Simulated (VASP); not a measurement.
# PmTe2: single point with PBEsol

Crystal: PmTe2.

```xyz
3
Lattice="4.3499 0.0000 0.0000 -2.1749 3.7671 0.0000 0.0000 0.0000 6.3736" Properties=species:S:1:pos:R:3 pbc="T T T"
Pm    0.0000    0.0000    0.0000
Te    0.0000    2.5114    1.7717
Te    2.1749    1.2557    4.6019
```

```
Program                : VASP 6.6.1
Task                   : single point
Functional             : PBEsol
Potentials or basis    : VASP PAW PBE potentials, release 64 (Pm, Te)
Cutoff                 : 520 eV
k mesh                 : 8 × 8 × 4
Occupations            : gaussian, width 0.05 eV
Spin                   : collinear spin, ferromagnetic start
Starting moments       : [4.0, 0.0, 0.0] μB
Dipole correction      : no
Further INCAR settings : ALGO = Fast; EDIFF = 1e-06; NBANDS = 24
```

The pressure is -0.4 GPa, the largest force is 0.046 eV/Å and the net moment is 3.91 μB per cell. The site moments are Pm +4.15; Te -0.11 μB and the valence electrons inside the program's atomic spheres are Pm 12.31; Te 3.40.

Forces on the atoms (eV/Å):
```
Pm   0.000  0.000  0.000
Te   0.000  0.000 -0.046
Te   0.000  0.000  0.046
```

Stress tensor (GPa, compression positive):
```
-0.13  0.00  0.00
 0.00 -0.13  0.00
 0.00  0.00 -0.89
```

Levels at points of the mesh, in eV from the Fermi level:
Spin up:
```csv
k point,band 12,band 13,band 14,band 15,band 16,band 17,band 18,band 19
"(0.00, 0.00, 0.00)",-0.40,-0.40,-0.38,-0.37,0.14,1.28,1.28,1.63
"(0.50, 0.00, 0.00)",-0.87,-0.48,-0.37,-0.31,-0.06,0.05,0.22,0.25
"(0.00, 0.00, 0.50)",-0.59,-0.44,-0.44,-0.38,0.14,0.30,0.88,0.88
"(0.50, 0.00, 0.50)",-0.65,-0.48,-0.20,-0.18,-0.02,0.20,0.66,0.68
```
Spin down:
```tsv
k point	band 10	band 11	band 12	band 13	band 14	band 15
(0.00, 0.00, 0.00)	0.37	0.37	0.87	2.18	2.99	2.99
(0.50, 0.00, 0.00)	-0.91	-0.84	-0.84	2.01	2.31	2.54
(0.00, 0.00, 0.50)	-1.00	-0.07	-0.07	2.18	2.88	2.88
(0.50, 0.00, 0.50)	-0.96	0.00	0.25	2.26	2.28	2.51
```

Wall time 9.3 min on 1 thread of Intel(R) Xeon(R) Platinum 8259CL CPU @ 2.50GHz (Skylake/Cascade Lake) (shared host), peak memory 0.37 GiB.

Caveat: the magnetic or orbital state may not be the lowest; the PAW data sets were made with another functional, which shifts forces and pressure a little; spin-orbit coupling is left out, which moves the levels of the heavy elements; semilocal functionals describe open f shells poorly, which spoils levels, moments and volumes. The state reached can hang on the start; a lower one may exist.
